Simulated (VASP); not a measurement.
# TiTe3Se (P4mm) in VASP: notebook

TiTe3Se is run at these levels: PBE; tasks: single point.

Program: VASP 6.6.1. These are calculated values, not measurements. Logs are shortened: lines on timing, memory, paths and dates and some standing lists are left out, and cuts for length are marked.

### Step 1. The cell of the first run

It takes space group P4mm (No. 99, tetragonal). Conventional cell: a = 4.860 Å, b = 4.860 Å, c = 7.540 Å, α = 90.00°, β = 90.00°, γ = 90.00°. Ti (site symmetry 4mm) has 1 Te at 2.23 Å within 2.9 Å. Within 3.4 Å of Te (site symmetry 2mm) lie 2 Se at 2.54 Å. Within 2.8 Å of Te (site symmetry 4mm) lie 1 Se at 2.08 Å and 1 Ti at 2.23 Å. Se (site symmetry 4mm) has 5 Te at 2.08 to 2.54 Å within 2.8 Å.

### Step 2. Single point, PBE, collinear spin, ferromagnetic start

The input, INCAR:

```
SYSTEM = TiTe3Se
  PREC = Accurate
  ENCUT = 520
  EDIFF = 1E-6
  ISMEAR = 0
  SIGMA = 0.1
  LREAL = .FALSE.
  LASPH = .TRUE.
  NELM = 150
  ALGO = Normal
  ISIF = 2
  LWAVE = .FALSE.
  LCHARG = .FALSE.
  ISPIN = 2
  MAGMOM = 1 0 0 0 0
  LORBIT = 11
  LMAXMIX = 4
  GGA = PE
  NBANDS = 30
```

The input, KPOINTS:

```
regular mesh
0
G
  4 4 2
  0 0 0
```

The input, POSCAR:

```
TiTe3Se
1.0
    4.8598990800      0.0000000000      0.0000000000
    0.0000000000      4.8598990800      0.0000000000
    0.0000000000      0.0000000000      7.5397414400
Ti Te Se
1 3 1
Direct
    0.5000000000      0.5000000000      0.6845283000
    0.5000000000      0.0000000000      0.3541195400
    0.0000000000      0.5000000000      0.3541195400
    0.5000000000      0.5000000000      0.9798753200
    0.5000000000      0.5000000000      0.2559860200
```

Potentials or basis: VASP PAW PBE potentials, release 64 (Ti_sv, Te, Se).

Command:

```sh
$ cat potpaw_PBE.64/Ti_sv/POTCAR potpaw_PBE.64/Te/POTCAR potpaw_PBE.64/Se/POTCAR > POTCAR
$ mpirun -np 1 vasp_std > vasp.out
```

OUTCAR:

```text
SYSTEM = TiTe3Se
   PREC = Accurate
   ENCUT = 520
   EDIFF = 1E-6
   ISMEAR = 0
   LREAL = .FALSE.
   LASPH = .TRUE.
   NELM = 150
   ISIF = 2
   ISPIN = 2
   LORBIT = 11
   GGA = PE

 ion  position               nearest neighbor table
   1  0.500  0.500  0.685-   4 2.23
   2  0.500  0.000  0.354-   5 2.54   5 2.54   3 3.44   3 3.44   3 3.44   3 3.44
   3  0.000  0.500  0.354-   5 2.54   5 2.54   2 3.44   2 3.44   2 3.44   2 3.44
   4  0.500  0.500  0.980-   5 2.08   1 2.23
   5  0.500  0.500  0.256-   4 2.08   3 2.54   2 2.54   2 2.54   3 2.54

  LATTYP: Found a simple tetragonal cell.
 ALAT       =     4.8598990800
 C/A-ratio  =     1.5514193435

  Lattice vectors:

 A1 = (   4.8598990800,   0.0000000000,   0.0000000000)
 A2 = (   0.0000000000,   4.8598990800,   0.0000000000)
 A3 = (   0.0000000000,   0.0000000000,   7.5397414400)

Analysis of symmetry for initial positions (statically):
=====================================================================
 Subroutine PRICEL returns:
 Original cell was already a primitive cell.

 Routine SETGRP: Setting up the symmetry group for a
 simple tetragonal supercell.

 Subroutine GETGRP returns: Found  8 space group operations
 (whereof  8 operations were pure point group operations)
 out of a pool of 16 trial point group operations.

The static configuration has the point symmetry C_4v.

Analysis of symmetry for dynamics (positions and initial velocities):
=====================================================================
 Subroutine PRICEL returns:
 Original cell was already a primitive cell.

 Routine SETGRP: Setting up the symmetry group for a
 simple tetragonal supercell.

 Subroutine GETGRP returns: Found  8 space group operations
 (whereof  8 operations were pure point group operations)
 out of a pool of 16 trial point group operations.

The dynamic configuration has the point symmetry C_4v.

Analysis of structural, dynamic, and magnetic symmetry:
=====================================================================
 Subroutine PRICEL returns:
 Original cell was already a primitive cell.

 Routine SETGRP: Setting up the symmetry group for a
 simple tetragonal supercell.

 Subroutine GETGRP returns: Found  8 space group operations
 (whereof  8 operations were pure point group operations)
 out of a pool of 16 trial point group operations.

The overall configuration has the point symmetry C_4v.

 Subroutine INISYM returns: Found  8 space group operations
 (whereof  8 operations are pure point group operations),
 and found     1 'primitive' translations

----------------------------------------------------------------------------------------

                                     Primitive cell

[... 119 lines left out ...]
   NGX = 19   NGY = 19   NGZ = 29

 number of electron      36.0000007 magnetization       1.8525435

 Free energy of the ion-electron system (eV)
  ---------------------------------------------------
  ext. energy  EPLUGINS =         0.00000000
  ---------------------------------------------------
  free energy    TOTEN  =       -12.30382507 eV

  energy without entropy =      -12.29046954  energy(sigma->0) =      -12.29714731

 E-fermi :   4.4181     XC(G=0):  -8.0072

 val. band max:        4.4082112576   @ k =   0.5000   0.5000   0.5000
 cond. band min:       4.4471577955   @ k =   0.5000   0.5000   0.5000
 fundamental gap:      0.0389465379
 Fermi energy:         4.4181297882

 spin component 1

 k-point     1 :       0.0000    0.0000    0.0000
  band No.  band energies     occupation
      1     -53.3914      1.00000
      2     -29.7827      1.00000
      3     -29.7279      1.00000
      4     -29.7279      1.00000
      5     -13.5102      1.00000
      6      -8.5013      1.00000
[... 385 lines left out ...]
     29      10.3174      0.00000
     30      10.4111      0.00000
 Fermi energy:         4.4181297882

 spin component 2

 k-point     1 :       0.0000    0.0000    0.0000
  band No.  band energies     occupation
      1     -51.9962      1.00000
      2     -28.3509      1.00000
      3     -28.3509      1.00000
      4     -28.3452      1.00000
      5     -13.5154      1.00000
      6      -8.5258      1.00000
[... 385 lines left out ...]
     29      10.3692      0.00000
     30      10.5410      0.00000

------------------------ aborting loop because EDIFF is reached ----------------------------------------

  FORCE on cell =-STRESS in cart. coord.  units (eV):
  Direction    XX          YY          ZZ          XY          YZ          ZX
  --------------------------------------------------------------------------------------
  -------------------------------------------------------------------------------------
  Total       15.3407338     15.3407338     37.7237380      0.0000000      0.0000000      0.0000000
  in kB      138.0211883    138.0211883    339.4019610      0.0000000      0.0000000      0.0000000
  external PRESSURE =     205.1481126 kB  Pullay stress =       0.0000000 kB

 VOLUME and BASIS-vectors are now :
 -----------------------------------------------------------------------------
  energy-cutoff  :      520.00
  volume of cell :      178.08
      direct lattice vectors                 reciprocal lattice vectors
     4.859899080  0.000000000  0.000000000     0.205765590  0.000000000  0.000000000
     0.000000000  4.859899080  0.000000000     0.000000000  0.205765590  0.000000000
     0.000000000  0.000000000  7.539741440     0.000000000  0.000000000  0.132630543

 POSITION                                       TOTAL-FORCE (eV/Angst)
 -----------------------------------------------------------------------------------
      2.42995      2.42995      5.16117         0.000000      0.000000     -6.799574
      2.42995      0.00000      2.66997         0.000000      0.000000      2.310318
      0.00000      2.42995      2.66997         0.000000      0.000000      2.310318
      2.42995      2.42995      7.38801        -0.000000     -0.000000     -7.546278
      2.42995      2.42995      1.93007         0.000000      0.000000      9.725216
 -----------------------------------------------------------------------------------
    total drift:                                0.000000      0.000000     -0.000706

  FREE ENERGIE OF THE ION-ELECTRON SYSTEM (eV)
  ---------------------------------------------------
  free  energy   TOTEN  =       -12.3038250698 eV

  energy  without entropy=      -12.2904695428  energy(sigma->0) =      -12.29714731

 total charge

# of ion       s       p       d       tot
------------------------------------------
    1        2.161   6.036   2.109  10.307
    2        1.445   1.880   0.072   3.397
    3        1.445   1.880   0.072   3.397
    4        1.394   2.266   0.114   3.774
    5        1.545   2.441   0.233   4.219
--------------------------------------------------
tot          7.990  14.503   2.601  25.094

 magnetization (x)

# of ion       s       p       d       tot
------------------------------------------
    1        0.037   0.011   1.436   1.484
    2        0.001  -0.052   0.002  -0.049
    3        0.001  -0.052   0.002  -0.049
    4       -0.004  -0.046   0.026  -0.024
    5       -0.013   0.004   0.004  -0.005
--------------------------------------------------
tot          0.023  -0.134   1.469   1.358
```

OSZICAR:

```text
N       E                     dE             d eps       ncg     rms          rms(c)
DAV:   1     0.278194892196E+03    0.27819E+03   -0.15000E+04  1496   0.103E+03
DAV:   2     0.179782098304E+02   -0.26022E+03   -0.24837E+03  1632   0.251E+02
[... 20 lines left out ...]
DAV:  23    -0.123035504523E+02   -0.26552E-03   -0.41257E-04  1810   0.645E-02    0.946E-02
DAV:  24    -0.123037255097E+02   -0.17506E-03   -0.21469E-04  1730   0.568E-02    0.622E-02
DAV:  25    -0.123038108830E+02   -0.85373E-04   -0.99763E-05  1686   0.404E-02    0.389E-02
DAV:  26    -0.123038260554E+02   -0.15172E-04   -0.32989E-05  1718   0.262E-02    0.174E-02
DAV:  27    -0.123038259181E+02    0.13731E-06   -0.13983E-05  1570   0.142E-02    0.865E-03
DAV:  28    -0.123038250698E+02    0.84835E-06   -0.42080E-06  1384   0.799E-03
   1 F= -.12303825E+02 E0= -.12297147E+02  d E =-.133555E-01  mag=     1.8518
```

stdout:

```text
POSCAR found type information on POSCAR TiTeSe
 POSCAR found :  3 types and       5 ions
 scaLAPACK will be used
 LDA part: xc-table for (Slater+PW92), standard interpolation
 POSCAR, INCAR and KPOINTS ok, starting setup
 FFT: planning ... GRIDC
 FFT: planning ... GRID_SOFT
 FFT: planning ... GRID
 WAVECAR not read
 entering main loop
```

Run time: 3.1 min. Hardware: 1 thread of AMD EPYC 7R13, shared host; peak memory 0.37 GiB.

Results:

```
Free energy                                           : -12.3038 eV
Pressure                                              : 20.5 GPa
Largest force                                         : 9.725 eV/Å
Net moment                                            : 1.85 μB per cell
Site moments                                          : Ti +1.48; Te -0.05, -0.02; Se -0.01 μB
Valence electrons inside the program's atomic spheres : Ti 10.31; Te 3.40, 3.77; Se 4.22
```

Forces on the atoms (eV/Å):
```
Ti   0.000  0.000 -6.800
Te   0.000  0.000  2.310
Te   0.000  0.000  2.310
Te   0.000  0.000 -7.546
Se   0.000  0.000  9.725
```

Stress tensor (GPa, compression positive):
```
13.80  0.00  0.00
 0.00 13.80  0.00
 0.00  0.00 33.94
```

Levels at points of the mesh, in eV from the Fermi level:
Spin up:
```tsv
k point	band 16	band 17	band 18	band 19	band 20	band 21	band 22	band 23
(0.00, 0.00, 0.00)	-0.92	-0.92	-0.70	-0.09	0.43	0.87	0.87	1.90
(0.50, 0.00, 0.00)	-2.08	-0.52	-0.49	-0.30	0.37	0.47	0.88	0.91
(0.50, 0.50, 0.00)	-0.53	-0.50	-0.50	0.06	0.10	0.80	1.01	1.01
(0.00, 0.00, 0.50)	-1.05	-1.05	-0.96	-0.02	-0.02	0.04	0.43	1.12
(0.50, 0.00, 0.50)	-2.07	-0.90	-0.38	-0.27	-0.25	0.21	0.35	1.10
(0.50, 0.50, 0.50)	-0.74	-0.30	-0.30	-0.01	0.03	0.04	1.18	1.18
```
Spin down:
```csv
k point,band 13,band 14,band 15,band 16,band 17,band 18,band 19,band 20,band 21,band 22
"(0.00, 0.00, 0.00)",-2.91,-2.91,-1.62,-0.92,-0.92,0.43,1.29,1.56,1.67,1.67
"(0.50, 0.00, 0.00)",-2.57,-2.45,-2.43,-2.11,-0.33,-0.12,1.11,1.23,1.54,1.71
"(0.50, 0.50, 0.00)",-2.27,-2.27,-0.66,-0.31,-0.31,-0.05,0.89,1.65,1.65,1.65
"(0.00, 0.00, 0.50)",-2.74,-2.74,-1.67,-0.96,-0.96,0.33,0.54,0.54,1.29,1.57
"(0.50, 0.00, 0.50)",-2.52,-2.42,-2.37,-2.11,-0.32,-0.27,0.39,0.76,1.20,1.79
"(0.50, 0.50, 0.50)",-2.28,-2.28,-0.99,-0.66,-0.24,-0.24,0.76,1.32,1.65,1.89
```

Caveat: the k points lie up to 0.42 Å⁻¹ apart; spin-orbit coupling is left out, which moves the levels of the heavy elements; forces of over 1 eV/Å act on the atoms, so gaps and moduli don't describe the material at rest.

(Part 1 of 2 ends here.)
